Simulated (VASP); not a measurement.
Runs of VASP 6.6.1 on Cl. The structure is that of space group Fd-3m (No. 227), or close to it. The cells are those of the table. 

| task | cell | k mesh for the DOS | occupations for the DOS | gap on the mesh (eV) | pressure (GPa) |
| --- | --- | --- | --- | --- | --- |
| single point | a = 3.885 Å, angles 60.0°, 2 atoms | - | - | none | (a) |
| single point | a = 3.472 Å, angles 60.0°, 2 atoms | - | - | none | (b) |
| single point | a = 3.223 Å, angles 60.0°, 2 atoms | - | - | none | 130.3 |
| single point | a = 4.061 Å, angles 60.0°, 2 atoms | - | - | none | 9.7 |
| single point | a = 4.224 Å, angles 60.0°, 2 atoms | - | - | none | 3.5 |

Alike in all rows: level LDA; potentials or basis VASP PAW LDA potentials, release 64 (Cl); no spin polarisation; k mesh 11 × 11 × 11; cutoff (eV) 520; smearing fermi-dirac 0.08 eV.

Task: Fill in the values left out.

Result: (a) 20.3; (b) 71.0.

A gap of «none» marks levels without a gap at the run's occupations.
